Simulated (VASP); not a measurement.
# Ti (Fd-3m) in VASP: notebook

Ti is run at these levels: r2SCAN; tasks: single point, relaxation of cell and atoms.

All numbers are computed with VASP 6.6.1; they aren't measurements. Logs are shortened: lines on timing, memory, paths and dates and some standing lists are left out, and cuts for length are marked.

**1. The cell of the first run**

Symmetry: Fd-3m, No. 227, cubic system. Conventional cell: a = 6.277 Å, b = 6.277 Å, c = 6.277 Å, α = 90.00°, β = 90.00°, γ = 90.00°. Ti (site symmetry -43m) has 4 Ti at 2.72 Å within 3.6 Å.

This isn't the form of Ti at room conditions, which is hcp.

**2. Single point, r2SCAN, collinear spin (30.91 Å³/atom)**

The input, POSCAR:

```
Ti
1.0
    0.0000000000      3.1383331507      3.1383331507
    3.1383331507      0.0000000000      3.1383331507
    3.1383331507      3.1383331507      0.0000000000
Ti
2
Direct
    0.1250000000      0.1250000000      0.1250000000
    0.8750000000      0.8750000000      0.8750000000
```

The input, INCAR.step1:

```
PREC = Accurate
ENCUT = 520
ISMEAR = -1
SIGMA = 0.05
LREAL = F
LASPH = T
NELM = 150
ISPIN = 2
MAGMOM = 1.946 1.946
LMAXMIX = 4
NBANDS = 23
GGA = PE
ALGO = Normal
EDIFF = 1E-4
LWAVE = T
LCHARG = F
```

The input, INCAR.step2:

```
PREC = Accurate
ENCUT = 520
EDIFF = 1E-7
ISMEAR = -1
SIGMA = 0.05
LREAL = F
LASPH = T
NELM = 150
ALGO = Normal
ISIF = 2
LWAVE = F
LCHARG = F
ISPIN = 2
MAGMOM = 1.946 1.946
LORBIT = 11
LMAXMIX = 4
METAGGA = R2SCAN
LMIXTAU = T
NBANDS = 23
ISTART = 1
```

The input, KPOINTS:

```
Automatic mesh
0
Gamma
  15 15 15
```

Potentials or basis: VASP PAW PBE potentials, release 64 (Ti_sv).

Launch:

```bash
$ cat potpaw_PBE.64/Ti_sv/POTCAR > POTCAR
$ cp INCAR.step1 INCAR
$ mpirun -np 1 vasp_std > vasp.out
$ cp INCAR.step2 INCAR
$ mpirun -np 1 vasp_std > vasp.out
```

OUTCAR:

```text
PREC = Accurate
   ENCUT = 520
   EDIFF = 1E-7
   ISMEAR = -1
   LREAL = F
   LASPH = T
   NELM = 150
   ISIF = 2
   ISPIN = 2
   LORBIT = 11
   METAGGA = R2SCAN
   ISTART = 1

 ion  position               nearest neighbor table
   1  0.125  0.125  0.125-   2 2.72   2 2.72   2 2.72   2 2.72
   2  0.875  0.875  0.875-   1 2.72   1 2.72   1 2.72   1 2.72

  LATTYP: Found a face centered cubic cell.
 ALAT       =     6.2766663014

  Lattice vectors:

 A1 = (   0.0000000000,   3.1383331507,   3.1383331507)
 A2 = (   3.1383331507,   0.0000000000,   3.1383331507)
 A3 = (   3.1383331507,   3.1383331507,   0.0000000000)

Analysis of symmetry for initial positions (statically):
=====================================================================
 Subroutine PRICEL returns:
 Original cell was already a primitive cell.

 Routine SETGRP: Setting up the symmetry group for a
 face centered cubic supercell.

 Subroutine GETGRP returns: Found 48 space group operations
 (whereof 12 operations were pure point group operations)
 out of a pool of 48 trial point group operations.

The static configuration has the point symmetry D_3d.
 The point group associated with its full space group is O_h .

Analysis of symmetry for dynamics (positions and initial velocities):
=====================================================================
 Subroutine PRICEL returns:
 Original cell was already a primitive cell.

 Routine SETGRP: Setting up the symmetry group for a
 face centered cubic supercell.

 Subroutine GETGRP returns: Found 48 space group operations
 (whereof 12 operations were pure point group operations)
 out of a pool of 48 trial point group operations.

The dynamic configuration has the point symmetry D_3d.
 The point group associated with its full space group is O_h .

Analysis of structural, dynamic, and magnetic symmetry:
=====================================================================
 Subroutine PRICEL returns:
 Original cell was already a primitive cell.

 Routine SETGRP: Setting up the symmetry group for a
 face centered cubic supercell.

 Subroutine GETGRP returns: Found 48 space group operations
 (whereof 12 operations were pure point group operations)
 out of a pool of 48 trial point group operations.

The overall configuration has the point symmetry D_3d.
 The point group associated with its full space group is O_h .

 Subroutine INISYM returns: Found 48 space group operations
 (whereof 12 operations are pure point group operations),
 and found     1 'primitive' translations

----------------------------------------------------------------------------------------

                                     Primitive cell

  volume of cell :      61.8197

  direct lattice vectors                    reciprocal lattice vectors
     0.000000000  3.138333151  3.138333151    -0.159320243  0.159320243  0.159320243
     3.138333151  0.000000000  3.138333151     0.159320243 -0.159320243  0.159320243
     3.138333151  3.138333151  0.000000000     0.159320243  0.159320243 -0.159320243

  length of vectors
     4.438273305  4.438273305  4.438273305     0.275950755  0.275950755  0.275950755

  position of ions in fractional coordinates (direct lattice)
     0.125000000  0.125000000  0.125000000
     0.875000000  0.875000000  0.875000000

  ion indices of the primitive-cell ions
   primitive index   ion index
                 1           1
                 2           2

----------------------------------------------------------------------------------------

 KPOINTS: Automatic mesh

Automatic generation of k-mesh.
 Grid dimensions read from file:
 generate k-points for:   15   15   15

 Generating k-lattice:

  Cartesian coordinates                     Fractional coordinates (reciprocal lattice)
    -0.010621350  0.010621350  0.010621350     0.066666667  0.000000000  0.000000000
     0.010621350 -0.010621350  0.010621350     0.000000000  0.066666667  0.000000000
     0.010621350  0.010621350 -0.010621350     0.000000000  0.000000000  0.066666667

  Length of vectors
     0.018396717  0.018396717  0.018396717

  Shift w.r.t. Gamma in fractional coordinates (k-lattice)
     0.000000000  0.000000000  0.000000000

 Subroutine IBZKPT returns following result:
 ===========================================

 Found    120 irreducible k-points:

 Following reciprocal coordinates:
            Coordinates               Weight
  0.000000  0.000000  0.000000      1.000000
  0.066667  0.000000  0.000000      8.000000
  0.133333  0.000000  0.000000      8.000000
  0.200000  0.000000  0.000000      8.000000
  0.266667  0.000000  0.000000      8.000000
  0.333333  0.000000  0.000000      8.000000
[... 16 lines left out ...]
  0.133333  0.133333  0.000000      6.000000
  0.200000  0.133333  0.000000     24.000000
 [... further k-points ...]
   k-points           NKPTS =    120   k-points in BZ     NKDIM =    120   number of bands    NBANDS=     23
[... 27 lines left out ...]
   PSTRESS=    0.0 pullay stress
   NELECT =      24.0000    total number of electrons
   NUPDOWN=      -1.0000    fix difference up-down
   EMIN   =  10.00;   EMAX   =-10.00  energy-range for DOS
   EFERMI =   0.00;   METHOD = LEGACY
   ISMEAR =    -1;   SIGMA  =   0.05  broadening in eV -4-tet -1-fermi 0-gaus
   EFERMI_NEDOS =   21; number of points for ismear=-14 and -15
   IALGO  =     38    algorithm
   IMIX   =      4    mixing-type and parameters
     AMIX     =   0.40;   BMIX     =  1.00
     AMIX_MAG =   1.60;   BMIX_MAG =  1.00
  volume/ion in A,a.u.               =      30.91       208.59
  Fermi-wavevector in a.u.,A,eV,Ry     =   1.194271  2.256845 19.405760  1.426283
  Thomas-Fermi vector in A             =   2.330265
   LORBIT       =     11    0 simple, 1 ext, 2 COOP (PROOUT), +10 PAW based schemes
   METAGGA = R2SCAN    functional components
   LHFCALC =     F    Hartree Fock is set to
   AEXX    =    0.0000 exact exchange contribution
   IVDW    =     0    specifies the selected vdW correction
   LEPSILON=     F    determine dielectric tensor
   LRPA    =     F    only Hartree local field effects (RPA)
 spin polarized calculation
  energy-cutoff  :      520.00
  volume of cell :       61.82
 maximum number of plane-waves:      1687
 NGX is ok and might be reduce to    36
   NGX = 17   NGY = 17   NGZ = 17

 number of electron      23.9999992 magnetization       5.6960983

 Free energy of the ion-electron system (eV)
  ---------------------------------------------------
  ext. energy  EPLUGINS =         0.00000000
  ---------------------------------------------------
  free energy    TOTEN  =       -22.09048348 eV

  energy without entropy =      -22.07795865  energy(sigma->0) =      -22.08422106

 E-fermi :   3.2942     XC(G=0):  -9.3680

 val. band max:        3.2807392712   @ k =  -0.4667   0.3333   0.0000
 cond. band min:       3.2952396184   @ k =  -0.3333   0.4000   0.0667
 fundamental gap:      0.0145003471
 Fermi energy:         3.2942128676

 spin component 1

 k-point     1 :       0.0000    0.0000    0.0000
  band No.  band energies     occupation
      1     -56.7443      1.00000
      2     -56.5400      1.00000
      3     -32.1218      1.00000
      4     -32.1218      1.00000
      5     -32.1218      1.00000
      6     -31.7348      1.00000
[... 15 lines left out ...]
     22      12.2218      0.00000
     23      12.6079      0.00000
[... 575 lines left out ...]
      1     -56.7297      1.00000
      2     -56.5548      1.00000
      3     -32.1447      1.00000
      4     -32.1446      1.00000
      5     -32.0980      1.00000
      6     -31.7610      1.00000
[... 15 lines left out ...]
     22      10.8403      0.00000
     23      11.7957      0.00000

 [... further k-points ...]

 spin component 2

 k-point     1 :       0.0000    0.0000    0.0000
  band No.  band energies     occupation
      1     -54.3768      1.00000
      2     -54.2143      1.00000
      3     -29.7091      1.00000
      4     -29.7091      1.00000
      5     -29.7090      1.00000
      6     -29.4075      1.00000
[... 15 lines left out ...]
     22      14.3778      0.00000
     23      14.3778      0.00000
[... 575 lines left out ...]
      1     -54.3652      1.00000
      2     -54.2260      1.00000
      3     -29.7296      1.00000
      4     -29.7295      1.00000
      5     -29.6910      1.00000
      6     -29.4282      1.00000
[... 15 lines left out ...]
     22      12.6554      0.00000
     23      13.7196      0.00000

 [... further k-points ...]

------------------------ aborting loop because EDIFF is reached ----------------------------------------

  FORCE on cell =-STRESS in cart. coord.  units (eV):
  Direction    XX          YY          ZZ          XY          YZ          ZX
  --------------------------------------------------------------------------------------
  -------------------------------------------------------------------------------------
  Total       -0.8914709     -0.8914709     -0.8914709     -0.0000000      0.0000000     -0.0000000
  in kB      -23.1041832    -23.1041832    -23.1041832     -0.0000000      0.0000000     -0.0000000
  external PRESSURE =     -23.1041832 kB  Pullay stress =       0.0000000 kB

 VOLUME and BASIS-vectors are now :
 -----------------------------------------------------------------------------
  energy-cutoff  :      520.00
  volume of cell :       61.82
      direct lattice vectors                 reciprocal lattice vectors
     0.000000000  3.138333151  3.138333151    -0.159320243  0.159320243  0.159320243
     3.138333151  0.000000000  3.138333151     0.159320243 -0.159320243  0.159320243
     3.138333151  3.138333151  0.000000000     0.159320243  0.159320243 -0.159320243

 POSITION                                       TOTAL-FORCE (eV/Angst)
 -----------------------------------------------------------------------------------
      0.78458      0.78458      0.78458        -0.000000     -0.000000     -0.000000
      5.49208      5.49208      5.49208         0.000000      0.000000      0.000000
 -----------------------------------------------------------------------------------
    total drift:                                0.000000      0.000000      0.000000

  FREE ENERGIE OF THE ION-ELECTRON SYSTEM (eV)
  ---------------------------------------------------
  free  energy   TOTEN  =       -22.0904834760 eV

  energy  without entropy=      -22.0779586505  energy(sigma->0) =      -22.08422106

 total charge

# of ion       s       p       d       tot
------------------------------------------
    1        2.203   6.048   1.975  10.227
    2        2.203   6.048   1.975  10.227
--------------------------------------------------
tot          4.406  12.096   3.951  20.453

 magnetization (x)

# of ion       s       p       d       tot
------------------------------------------
    1        0.125   0.090   1.843   2.058
    2        0.125   0.090   1.843   2.058
--------------------------------------------------
tot          0.249   0.180   3.686   4.115
```

Run time: 14 min. Hardware: 1 thread of Intel Xeon 6975P-C (Granite Rapids), shared host; peak memory 0.42 GiB.

Results:

```
Free energy                                           : -22.0905 eV
Pressure                                              : -2.3 GPa
Net moment                                            : 5.70 μB per cell
Site moments                                          : Ti +2.06 μB
Valence electrons inside the program's atomic spheres : Ti 10.23
```

Levels at points of the mesh, in eV from the Fermi level:
Spin up:
```
           k point  band 13  band 14  band 15  band 16  band 17  band 18
(0.00, 0.00, 0.00)    -1.00    -1.00     0.57     0.57     0.57     2.35
```
Spin down:
```
           k point  band 6  band 7  band 8  band 9  band 10  band 11  band 12  band 13
(0.00, 0.00, 0.00)  -32.70  -32.70  -32.70   -3.72     1.56     1.56     1.88     1.88
```

Caveat: the PAW data sets were made with another functional, which shifts forces and pressure a little.

**3. Single point, r2SCAN, collinear spin (29.77 Å³/atom)**

This run uses another cell than the first one, of 29.77 Å³/atom.

The input, POSCAR:

```
Ti
1.0
    0.0000000000      3.0990998734      3.0990998734
    3.0990998734      0.0000000000      3.0990998734
    3.0990998734      3.0990998734      0.0000000000
Ti
2
Direct
    0.1250000000      0.1250000000      0.1250000000
    0.8750000000      0.8750000000      0.8750000000
```

The input, INCAR.step1:

```
PREC = Accurate
ENCUT = 520
ISMEAR = -1
SIGMA = 0.05
LREAL = False
LASPH = True
NELM = 150
ISPIN = 2
MAGMOM = 1.946 1.946
LMAXMIX = 4
NBANDS = 23
GGA = PE
ALGO = Normal
EDIFF = 1E-4
LWAVE = True
LCHARG = False
```

The input, INCAR.step2:

```
PREC = Accurate
ENCUT = 520
EDIFF = 1E-6
ISMEAR = -1
SIGMA = 0.05
LREAL = False
LASPH = True
NELM = 150
ALGO = Normal
ISIF = 2
LWAVE = False
LCHARG = False
ISPIN = 2
MAGMOM = 1.946 1.946
LORBIT = 11
LMAXMIX = 4
METAGGA = R2SCAN
LMIXTAU = True
NBANDS = 23
ISTART = 1
```

KPOINTS is that of step 2.

Potentials or basis: VASP PAW PBE potentials, release 64 (Ti_sv).

Launch:

```bash
$ cat potpaw_PBE.64/Ti_sv/POTCAR > POTCAR
$ cp INCAR.step1 INCAR
$ mpirun -np 1 vasp_std > vasp.out
$ cp INCAR.step2 INCAR
$ mpirun -np 1 vasp_std > vasp.out
```

It took 17 min on 1 thread of Intel Xeon Platinum 8488C (Sapphire Rapids), shared host; peak memory 0.41 GiB.

The run converged. Its results:

```yaml
Free_energy: -22.1144 eV
Pressure: -1.2 GPa
Net_moment: 5.63 μB per cell
Site_moments: Ti +2.06 μB
Valence_electrons_inside_the_program's_atomic_spheres: Ti 10.25
```

Levels at points of the mesh, in eV from the Fermi level:
Spin up:
```csv
k point,band 11,band 12,band 13,band 14,band 15,band 16,band 17,band 18,band 19,band 20
"(0.00, 0.00, 0.00)",-1.34,-1.34,-1.00,-1.00,0.65,0.65,0.65,2.53,2.53,9.31
```
Spin down:
```csv
k point,band 5,band 6,band 7,band 8,band 9,band 10,band 11,band 12,band 13,band 14
"(0.00, 0.00, 0.00)",-32.95,-32.61,-32.61,-32.61,-3.77,1.54,1.54,1.91,1.91,1.91
```

Caveat: the PAW data sets were made with another functional, which shifts forces and pressure a little.

**4. Relaxation of cell and atoms, r2SCAN, collinear spin**

This run uses another cell than the first one, of 23.84 Å³/atom.

The input, POSCAR:

```
Ti
1.0
    0.0000000000      2.8780170575      2.8780170575
    2.8780170575      0.0000000000      2.8780170575
    2.8780170575      2.8780170575      0.0000000000
Ti
2
Direct
    0.1250000000      0.1250000000      0.1250000000
    0.8750000000      0.8750000000      0.8750000000
```

The input, INCAR.step1:

```
SYSTEM = Ti
PREC     = Accurate       ! precision mode
ENCUT    = 600            ! plane-wave cutoff, eV
ISMEAR   = -1             ! smearing method
SIGMA    = 0.05           ! smearing width, eV
LREAL    = .FALSE.        ! projectors in reciprocal space
LASPH    = .TRUE.         ! aspherical terms in the spheres
NELM     = 150            ! most SCF steps
ISPIN    = 2              ! spin polarisation
MAGMOM   = 1 1            ! initial moments
LMAXMIX  = 4              ! l up to which the mixer works
GGA      = PE             ! functional
ALGO     = Normal         ! electronic algorithm
EDIFF    = 1E-4           ! SCF threshold, eV
LWAVE    = .TRUE.         ! write WAVECAR
LCHARG   = .FALSE.        ! write CHGCAR
```

The input, INCAR.step2:

```
SYSTEM = Ti
PREC     = Accurate       ! precision mode
ENCUT    = 600            ! plane-wave cutoff, eV
EDIFF    = 1E-7           ! SCF threshold, eV
ISMEAR   = -1             ! smearing method
SIGMA    = 0.05           ! smearing width, eV
LREAL    = .FALSE.        ! projectors in reciprocal space
LASPH    = .TRUE.         ! aspherical terms in the spheres
NELM     = 150            ! most SCF steps
ALGO     = Normal         ! electronic algorithm
ISIF     = 3              ! what is computed and relaxed
LWAVE    = .FALSE.        ! write WAVECAR
LCHARG   = .FALSE.        ! write CHGCAR
ISPIN    = 2              ! spin polarisation
MAGMOM   = 1 1            ! initial moments
LORBIT   = 11             ! projections on sites
LMAXMIX  = 4              ! l up to which the mixer works
METAGGA  = R2SCAN         ! meta-GGA
LMIXTAU  = .TRUE.       
IBRION   = 2              ! ionic algorithm
NSW      = 80             ! ionic steps
EDIFFG   = -0.01          ! ionic threshold
ISTART   = 1
```

The input, KPOINTS:

```
regular mesh
0
G
  10 10 10
  0 0 0
```

Launch:

```bash
$ cat potpaw_PBE.64/Ti_sv/POTCAR > POTCAR
$ cp INCAR.step1 INCAR
$ mpirun -np 1 vasp_std > vasp.out
$ cp INCAR.step2 INCAR
$ mpirun -np 1 vasp_std > vasp.out
```

Wall time 71 min (1 thread of Oxide Virtual Turin-like, shared host); peak memory 0.28 GiB.

It converged, with:

| Quantity | Value |
| --- | --- |
| Free energy | -22.1181 eV |
| Relaxed volume | 28.74 Å³/atom |
| Relaxed cell | a = 4.332 Å, b = 4.332 Å, c = 4.332 Å, α = 60.00°, β = 60.00°, γ = 60.00° |
| Space group after relaxing (to 0.1 Å) | Fd-3m (No. 227) |
| Energy gained by relaxing | 99.7 meV/atom |
| Ionic steps | 4 |
| Pressure after relaxing | 0.0 GPa |
| Net moment | 5.55 μB per cell |
| Site moments | Ti +2.06 μB |
| Valence electrons inside the program's atomic spheres | Ti 10.27 |

The path:
```
step  energy change (eV)  largest force (eV/Å)  pressure (GPa)  volume (Å³)
   1              0.0000                0.0000            6.93        47.68
   2             -0.1882                0.0000            1.47        55.15
   3             -0.1988                0.0000           -0.35        58.08
   4             -0.1993                0.0000            0.01        57.49
```

Final structure:
```xyz
2
Lattice="0.0000 3.0632 3.0632 3.0632 0.0000 3.0632 3.0632 3.0632 0.0000" Properties=species:S:1:pos:R:3 pbc="T T T"
Ti    0.7658    0.7658    0.7658
Ti    5.3606    5.3606    5.3606
```

Levels at points of the mesh, in eV from the Fermi level:
Spin up:
| k point | band 13 | band 14 | band 15 | band 16 | band 17 |
| --- | --- | --- | --- | --- | --- |
| (0.00, 0.00, 0.00) | -0.99 | -0.99 | 0.72 | 0.72 | 0.72 |
| (0.50, 0.00, 0.00) | -1.11 | -0.97 | -0.97 | 1.42 | 1.42 |
| (0.50, 0.50, 0.00) | -1.10 | -1.10 | 0.81 | 0.81 | 2.32 |
Spin down:
| k point | band 7 | band 8 | band 9 | band 10 | band 11 | band 12 |
| --- | --- | --- | --- | --- | --- | --- |
| (0.00, 0.00, 0.00) | -32.54 | -32.54 | -3.83 | 1.52 | 1.52 | 1.92 |
| (0.50, 0.00, 0.00) | -32.49 | -32.49 | -0.86 | -0.37 | 1.35 | 1.35 |
| (0.50, 0.50, 0.00) | -32.45 | -32.45 | -0.43 | -0.43 | 1.95 | 1.95 |

Caveat: the volume moved by over 15 % at a fixed basis, so the end points are rough; the PAW data sets were made with another functional, which shifts forces and pressure a little.

**5. Summary**

| task | cell | k mesh | cutoff (eV) | gap on the mesh (eV) | pressure (GPa) | moment (μB) |
| --- | --- | --- | --- | --- | --- | --- |
| single point | a = 4.438 Å, angles 60.0°, 2 atoms | 15 × 15 × 15 | 520 | none | -2.3 | 5.70 |
| single point | a = 4.383 Å, angles 60.0°, 2 atoms | 15 × 15 × 15 | 520 | none | -1.2 | 5.63 |
| relaxation of cell and atoms | relaxed from a = 4.070 Å, angles 60.0°, 2 atoms | 10 × 10 × 10 | 600 | none | 0.0 | 5.55 |

Alike in all rows: level r2SCAN; potentials or basis VASP PAW PBE potentials, release 64 (Ti_sv); spin collinear; smearing fermi-dirac 0.05 eV.

Caveats: the PAW data sets were made with another functional, which shifts forces and pressure a little; the volume moved by over 15 % at a fixed basis, so the end points are rough (at least some runs).

Absolute energies hang on the potentials; compare differences alone.
